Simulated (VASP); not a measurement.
# SnO (P4/nmm) in VASP: further runs

The runs below take SnO through single point, with LDA, PBEsol.

Everything below comes from runs of VASP 6.6.1. Logs are shortened: lines on timing, memory, paths and dates and some standing lists are left out, and cuts for length are marked.

### Step 1. The cell of the first run

It takes space group P4/nmm (No. 129, tetragonal). The conventional cell has a = 3.814 Å, b = 3.814 Å, c = 4.887 Å, α = 90.00°, β = 90.00°, γ = 90.00°. Within 2.9 Å of Sn (site symmetry 4mm) lie 4 O at 2.23 Å. O (site symmetry -4m2) has 4 Sn at 2.23 Å and 4 O at 2.70 Å within 2.9 Å.

### Step 2. Single point, LDA

Input file INCAR:

```
SYSTEM = SnO
PREC     = Accurate       ! precision mode
ENCUT    = 520            ! plane-wave cutoff, eV
EDIFF    = 1E-6           ! SCF threshold, eV
ISMEAR   = -1             ! smearing method
SIGMA    = 0.05           ! smearing width, eV
LREAL    = .FALSE.        ! projectors in reciprocal space
LASPH    = .TRUE.         ! aspherical terms in the spheres
NELM     = 100            ! most SCF steps
ALGO     = Normal         ! electronic algorithm
ISIF     = 2              ! what is computed and relaxed
LWAVE    = .FALSE.        ! write WAVECAR
LCHARG   = .FALSE.        ! write CHGCAR
NBANDS   = 28             ! bands
```

Input file KPOINTS:

```
regular mesh
0
G
  7 7 6
  0 0 0
```

Input file POSCAR:

```
SnO
1.0
    3.8136952200      0.0000000000      0.0000000000
    0.0000000000      3.8136952200      0.0000000000
    0.0000000000      0.0000000000      4.8869133000
Sn O
2 2
Direct
    0.5000000000      0.0000000000      0.7646261400
    0.0000000000      0.5000000000      0.2353738600
    0.0000000000      0.0000000000      0.0000000000
    0.5000000000      0.5000000000      0.0000000000
```

Potentials or basis: VASP PAW LDA potentials, release 64 (Sn_d, O).

Run with:

```
$ cat potpaw_LDA.64/Sn_d/POTCAR potpaw_LDA.64/O/POTCAR > POTCAR
$ mpirun -np 1 vasp_std > vasp.out
```

OUTCAR:

```text
SYSTEM = SnO
   PREC = Accurate
   ENCUT = 520
   EDIFF = 1E-6
   ISMEAR = -1
   LREAL = .FALSE.
   LASPH = .TRUE.
   NELM = 100
   ISIF = 2

 ion  position               nearest neighbor table
   1  0.500  0.000  0.765-   3 2.23   4 2.23   4 2.23   3 2.23   2 3.54   2 3.54   2 3.54   2 3.54
                             2 3.74   2 3.74   2 3.74   2 3.74
   2  0.000  0.500  0.235-   3 2.23   4 2.23   3 2.23   4 2.23   1 3.54   1 3.54   1 3.54   1 3.54
                             1 3.74   1 3.74   1 3.74   1 3.74
   3  0.000  0.000  0.000-   1 2.23   2 2.23   2 2.23   1 2.23
   4  0.500  0.500  0.000-   1 2.23   2 2.23   1 2.23   2 2.23

  LATTYP: Found a simple tetragonal cell.
 ALAT       =     3.8136952200
 C/A-ratio  =     1.2814116016

  Lattice vectors:

 A1 = (   3.8136952200,   0.0000000000,   0.0000000000)
 A2 = (   0.0000000000,   3.8136952200,   0.0000000000)
 A3 = (   0.0000000000,   0.0000000000,   4.8869133000)

Analysis of symmetry for initial positions (statically):
=====================================================================
 Subroutine PRICEL returns:
 Original cell was already a primitive cell.

 Routine SETGRP: Setting up the symmetry group for a
 simple tetragonal supercell.

 Subroutine GETGRP returns: Found 16 space group operations
 (whereof  8 operations were pure point group operations)
 out of a pool of 16 trial point group operations.

The static configuration has the point symmetry D_2d.
 The point group associated with its full space group is D_4h.

Analysis of symmetry for dynamics (positions and initial velocities):
=====================================================================
 Subroutine PRICEL returns:
 Original cell was already a primitive cell.

 Routine SETGRP: Setting up the symmetry group for a
 simple tetragonal supercell.

 Subroutine GETGRP returns: Found 16 space group operations
 (whereof  8 operations were pure point group operations)
 out of a pool of 16 trial point group operations.

The dynamic configuration has the point symmetry D_2d.
 The point group associated with its full space group is D_4h.

 Subroutine INISYM returns: Found 16 space group operations
 (whereof  8 operations are pure point group operations),
 and found     1 'primitive' translations

----------------------------------------------------------------------------------------

                                     Primitive cell

[... 87 lines left out ...]
   ICHARG =      2    charge: 1-file 2-atom 10-const
   ISPIN  =      1    spin polarized calculation?
   LNONCOLLINEAR =      F non collinear calculations
   LSORBIT =      F    spin-orbit coupling
   LASPH  =      T    aspherical Exc in radial PAW
   ENCUT  =  520.0 eV  38.22 Ry    6.18 a.u.   7.09  7.09  9.09*2*pi/ulx,y,z
   NELM   =    100;   NELMIN=  2; NELMDL= -5     # of ELM steps
   EDIFF  = 0.1E-05   stopping-criterion for ELM
   LREAL  =      F    real-space projection
   EDIFFG = 0.1E-04   stopping-criterion for IOM
   NSW    =      0    number of steps for IOM
   IBRION =     -1    ionic relax: 0-MD 1-quasi-New 2-CG
   NFREE  =      0    steps in history (QN), initial steepest desc. (CG)
   ISIF   =      2    stress and relaxation
   ISYM   =      2    0-nonsym 1-usesym 2-fastsym
   POTIM  = 0.5000    time-step for ionic-motion
   TEBEG  =    0.0;   TEEND  =   0.0 temperature during run
   PSTRESS=    0.0 pullay stress
   NELECT =      40.0000    total number of electrons
   NUPDOWN=      -1.0000    fix difference up-down
   EMIN   =  10.00;   EMAX   =-10.00  energy-range for DOS
   EFERMI =   0.00;   METHOD = LEGACY
   ISMEAR =    -1;   SIGMA  =   0.05  broadening in eV -4-tet -1-fermi 0-gaus
   EFERMI_NEDOS =   21; number of points for ismear=-14 and -15
   IALGO  =     38    algorithm
   IMIX   =      4    mixing-type and parameters
     AMIX     =   0.40;   BMIX     =  1.00
     AMIX_MAG =   1.60;   BMIX_MAG =  1.00
  volume/ion in A,a.u.               =      17.77       119.91
  Fermi-wavevector in a.u.,A,eV,Ry     =   1.351614  2.554180 24.855939  1.826860
  Thomas-Fermi vector in A             =   2.479021
   LORBIT       =      0    0 simple, 1 ext, 2 COOP (PROOUT), +10 PAW based schemes
   GGA     = CA    functional components
   LHFCALC =     F    Hartree Fock is set to
   AEXX    =    0.0000 exact exchange contribution
   IVDW    =     0    specifies the selected vdW correction
   LEPSILON=     F    determine dielectric tensor
   LRPA    =     F    only Hartree local field effects (RPA)
 non-spin polarized calculation
  energy-cutoff  :      520.00
  volume of cell :       71.08
 maximum number of plane-waves:      1930
   NGX = 15   NGY = 15   NGZ = 19

 number of electron      39.9999977 magnetization

 Free energy of the ion-electron system (eV)
  ---------------------------------------------------
  ext. energy  EPLUGINS =         0.00000000
  ---------------------------------------------------
  free energy    TOTEN  =       -25.69538299 eV

  energy without entropy =      -25.69516120  energy(sigma->0) =      -25.69527209

 E-fermi :   6.8473     XC(G=0): -10.5847

 val. band max:        6.6177213897   @ k =   0.0000   0.0000   0.0000
 cond. band min:       7.0588699355   @ k =   0.4286   0.4286   0.0000
 fundamental gap:      0.4411485457
 Fermi energy:         6.8473365283

 k-point     1 :       0.0000    0.0000    0.0000
  band No.  band energies     occupation
      1     -15.1668      2.00000
      2     -14.7501      2.00000
      3     -14.7501      2.00000
      4     -14.7466      2.00000
      5     -14.6969      2.00000
      6     -14.6938      2.00000
[... 733 lines left out ...]
     27      15.4251      0.00000
     28      16.2676      0.00000

 [... further k-points ...]
[... 5 lines left out ...]
  --------------------------------------------------------------------------------------
  -------------------------------------------------------------------------------------
  Total       -1.4057305     -1.4057305     -1.1797424      0.0000000     -0.0000000      0.0000000
  in kB      -31.6873605    -31.6873605    -26.5932360      0.0000000     -0.0000000      0.0000000
  external PRESSURE =     -29.9893190 kB  Pullay stress =       0.0000000 kB

 VOLUME and BASIS-vectors are now :
 -----------------------------------------------------------------------------
  energy-cutoff  :      520.00
  volume of cell :       71.08
      direct lattice vectors                 reciprocal lattice vectors
     3.813695220  0.000000000  0.000000000     0.262212878  0.000000000  0.000000000
     0.000000000  3.813695220  0.000000000     0.000000000  0.262212878  0.000000000
     0.000000000  0.000000000  4.886913300     0.000000000  0.000000000  0.204628144

 POSITION                                       TOTAL-FORCE (eV/Angst)
 -----------------------------------------------------------------------------------
      1.90685      0.00000      3.73666         0.000000      0.000000      0.128928
      0.00000      1.90685      1.15025         0.000000     -0.000000     -0.128928
      0.00000      0.00000      0.00000         0.000000     -0.000000      0.000000
      1.90685      1.90685      0.00000         0.000000      0.000000      0.000000
 -----------------------------------------------------------------------------------
    total drift:                                0.000000      0.000000      0.000000

  FREE ENERGIE OF THE ION-ELECTRON SYSTEM (eV)
  ---------------------------------------------------
  free  energy   TOTEN  =       -25.6953829869 eV

  energy  without entropy=      -25.6951611952  energy(sigma->0) =      -25.69527209
```

Run time: 26 s. Hardware: 1 thread of Intel Xeon 6975P-C (Granite Rapids), shared host; peak memory 0.19 GiB.

Results:

- Free energy: -25.6954 eV
- Pressure: -3.0 GPa
- Largest force: 0.129 eV/Å
- Band gap on the k mesh: 0.44 eV, indirect (least direct gap 1.96 eV)

Forces on the atoms (eV/Å):
```
Sn   0.000  0.000  0.129
Sn   0.000  0.000 -0.129
O    0.000  0.000  0.000
O    0.000  0.000  0.000
```

Caveat: spin-orbit coupling is left out, which moves the levels of the heavy elements. Expect the measured gap to be larger: semilocal functionals such as LDA lack the derivative discontinuity.

### Step 3. Single point, PBEsol

Input file INCAR:

```
SYSTEM = SnO
PREC = Accurate ; ENCUT = 520
EDIFF = 1E-6 ; ISMEAR = -1
SIGMA = 0.05 ; LREAL = .False.
LASPH = .True. ; NELM = 80
ALGO = Normal ; ISIF = 2
LWAVE = .False. ; LCHARG = .False.
GGA = PS ; NBANDS = 28
```

Input file KPOINTS:

```
regular mesh
0
Gamma
  7 7 6
  0 0 0
```

POSCAR is that of step 2.

Potentials or basis: VASP PAW PBE potentials, release 64 (Sn_d, O).

Run with:

```
$ cat potpaw_PBE.64/Sn_d/POTCAR potpaw_PBE.64/O/POTCAR > POTCAR
$ mpirun -np 1 vasp_std > vasp.out
```

It took 40 s on 1 thread of Intel Xeon 6975P-C (Granite Rapids), shared host; peak memory 0.2 GiB.

The run converged. Its results:

| Item | Value |
| --- | --- |
| Free energy | -24.2073 eV |
| Pressure | -0.3 GPa |
| Largest force | 0.160 eV/Å |
| Band gap on the k mesh | 0.37 eV, indirect (least direct gap 1.96 eV) |

Forces in eV/Å, atoms in the order of the input:
```
Sn   0.000  0.000 -0.160
Sn   0.000  0.000  0.160
O    0.000  0.000  0.000
O    0.000  0.000  0.000
```

Stress tensor (GPa, compression positive):
```
-0.27  0.00  0.00
 0.00 -0.27  0.00
 0.00  0.00 -0.40
```

Levels at points of the mesh, in eV from the valence-band top:
| k point | band 16 | band 17 | band 18 | band 19 | band 20 | band 21 | band 22 | band 23 | band 24 | band 25 |
| --- | --- | --- | --- | --- | --- | --- | --- | --- | --- | --- |
| (0.00, 0.00, 0.00) | -6.27 | -3.44 | -3.15 | -3.15 | 0.00 | 2.00 | 4.18 | 4.75 | 4.75 | 5.61 |
| (0.00, 0.00, 0.50) | -3.51 | -3.20 | -3.17 | -3.17 | -2.17 | 1.58 | 3.01 | 3.01 | 3.67 | 7.74 |

Caveat: the PAW data sets were made with another functional, which shifts forces and pressure a little; spin-orbit coupling is left out, which moves the levels of the heavy elements. A k mesh can miss the band edges.

### Step 4. Single point, LDA

Input file INCAR:

```
PREC = Accurate ; ENCUT = 520
EDIFF = 1E-6 ; ISMEAR = -1
SIGMA = 0.05 ; LREAL = F
LASPH = T ; NELM = 60
ALGO = Normal ; ISIF = 2
LWAVE = F ; LCHARG = T
GGA = CA ; LELF = T
LVHAR = T ; NBANDS = 28
```

Input file KPOINTS:

```
Automatic mesh
0
Gamma
  4 4 3
```

POSCAR is that of step 3.

Potentials or basis: VASP PAW LDA potentials, release 64 (Sn_d, O).

Run with:

```
$ cat potpaw_LDA.64/Sn_d/POTCAR potpaw_LDA.64/O/POTCAR > POTCAR
$ mpirun -np 1 vasp_std > vasp.out
```

Run time: 13 s. Hardware: 1 thread of Intel Xeon Platinum 8488C (Sapphire Rapids), shared host; peak memory 0.15 GiB.

It converged, with:

```
Free energy            : -25.6876 eV
Pressure               : -3.0 GPa
Largest force          : 0.107 eV/Å
Band gap on the k mesh : 0.22 eV, indirect (least direct gap 2.03 eV)
```

Forces in eV/Å, atoms in the order of the input:
```
Sn   0.000  0.000  0.107
Sn   0.000  0.000 -0.107
O    0.000  0.000  0.000
O    0.000  0.000  0.000
```

Stress tensor (GPa, compression positive):
```
-3.16  0.00  0.00
 0.00 -3.16  0.00
 0.00  0.00 -2.60
```

Levels at points of the mesh, in eV from the valence-band top:
| k point | band 18 | band 19 | band 20 | band 21 | band 22 | band 23 |
| --- | --- | --- | --- | --- | --- | --- |
| (0.00, 0.00, 0.00) | -3.10 | -3.10 | 0.00 | 2.04 | 4.15 | 4.79 |
| (0.50, 0.00, 0.00) | -4.79 | -2.58 | -2.58 | 3.13 | 3.13 | 5.85 |
| (0.50, 0.50, 0.00) | -2.43 | -1.81 | -1.81 | 0.22 | 0.22 | 4.44 |

Caveat: the k points lie up to 0.43 Å⁻¹ apart; spin-orbit coupling is left out, which moves the levels of the heavy elements. A k mesh can miss the band edges.

### Step 5. Summary

```tsv
level	potentials or basis	k mesh	gap on the mesh (eV)	pressure (GPa)	largest force (eV/Å)
LDA	VASP PAW LDA potentials, release 64 (Sn_d, O)	7 × 7 × 6	0.44	-3.0	0.13
PBEsol	VASP PAW PBE potentials, release 64 (Sn_d, O)	7 × 7 × 6	0.37	-0.3	0.16
LDA	VASP PAW LDA potentials, release 64 (Sn_d, O)	4 × 4 × 3	0.22	-3.0	0.11
```

Alike in all rows: task single point; no spin polarisation; cell as given; cutoff (eV) 520; smearing fermi-dirac 0.05 eV.

Caveats: some runs use coarse meshes; spin-orbit coupling is left out, which moves the levels of the heavy elements; the PAW data sets were made with another functional, which shifts forces and pressure a little (some runs).

Total energies depend on the potentials used, so only differences within one code and one set of settings carry meaning.
